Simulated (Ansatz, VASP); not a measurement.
## NaCl in VASP and in Ansatz

```
Na Cl
1.0
     0.00000    2.94502    3.05829
     2.94502    0.00000    3.05829
     2.94502    2.94502    0.00000
Na Cl
1 1
Cartesian
  0.0000 0.0000 0.0000
  2.9450 2.9450 3.0583
```

Change from the starting cell: strain +0.040 along x and y, +0.080 along z, atoms carried along.

Alike in both runs: task single point; functional r2SCAN; k mesh 8 × 8 × 8; occupations gaussian, width 0.05 eV; no spin polarisation.

```csv
,VASP,Ansatz
version,VASP 6.6.1,Ansatz 0.2.0
potentials or method,"VASP PAW PBE potentials, release 64 (Na_pv, Cl), cutoff 520 eV","scalar-relativistic, plane waves, PAW"
valence electrons in the cell,14,16
```

```csv
,VASP,Ansatz,Ansatz less VASP
gap on the k mesh at the Fermi level (eV),5.28,5.26,-0.020
least direct gap on the mesh (eV),5.28,5.26,-0.020
pressure (GPa),-3.4,-3.2,+0.15
"traceless stress, the component that is largest in VASP (GPa)",-0.25,-0.28,-0.029
```

VASP's potentials were made for PBE, not for r2SCAN. VASP's potentials hold 14 valence electrons a cell and Ansatz's 16, so a difference there can come from the potentials and not from the codes.
